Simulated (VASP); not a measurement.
Set up this calculation in VASP 6.6.1, as the native input.

* Task: single point
* Functional: PBEsol
* Potentials or basis: VASP PAW PBE potentials, release 64 (Au)
* Cutoff: 520 eV
* k mesh: 6 × 6 × 6
* Occupations: gaussian, width 0.1 eV
* Spin: no spin polarisation
* Dipole correction: no
* Further INCAR settings: ALGO = Normal; EDIFF = 1e-07; NBANDS = 78

The structure of Au lies in POSCAR:

```
Au
1.0
    3.5763616429      2.0648133573      6.5390606758
   -3.5763616429      2.0648133573      6.5390606758
    0.0000000000     -4.1296267145      6.5390606758
Au
12
Direct
    0.0247439103      0.6356329561      0.0247439103
    0.0247439103      0.0247439103      0.6356329561
    0.6356329561      0.0247439103      0.0247439103
    0.9752560897      0.3643670439      0.9752560897
    0.3643670439      0.9752560897      0.9752560897
    0.9752560897      0.9752560897      0.3643670439
    0.2357437593      0.6092419976      0.2357437593
    0.2357437593      0.2357437593      0.6092419976
    0.6092419976      0.2357437593      0.2357437593
    0.7642562407      0.3907580024      0.7642562407
    0.3907580024      0.7642562407      0.7642562407
    0.7642562407      0.7642562407      0.3907580024
```

One way to write it, as run:

INCAR

```
ALGO     = Normal         # electronic algorithm
EDIFF    = 1E-7           # SCF threshold, eV
ENCUT    = 520            # plane-wave cutoff, eV
GGA      = PS             # functional
ISIF     = 2              # what is computed and relaxed
ISMEAR   = 0              # smearing method
LASPH    = True           # aspherical terms in the spheres
LCHARG   = False          # write CHGCAR
LREAL    = False          # projectors in reciprocal space
LWAVE    = False          # write WAVECAR
NBANDS   = 78             # bands
NELM     = 100            # most SCF steps
PREC     = Accurate       # precision mode
SIGMA    = 0.1            # smearing width, eV
```

KPOINTS

```
k-points
0
Gamma
  6 6 6
```

Potentials or basis: VASP PAW PBE potentials, release 64 (Au).

Command:

```console
$ cat potpaw_PBE.64/Au/POTCAR > POTCAR
$ mpirun -np 1 vasp_std > vasp.out
```

It gave:

```yaml
Pressure: -0.1 GPa
Largest_force: 0.006 eV/Å
Band_gap_on_the_k_mesh: zero (band 66 reaches 4.81 eV, above the bottom of band 67 at 4.21 eV)
```

Caveat: the PAW data sets were made with another functional, which shifts forces and pressure a little; spin-orbit coupling is left out, which moves the levels of the heavy elements.

Run time: 18 min on 1 thread of Intel(R) Xeon(R) Platinum 8259CL CPU @ 2.50GHz (Skylake/Cascade Lake) (shared host), peak memory 0.77 GiB.
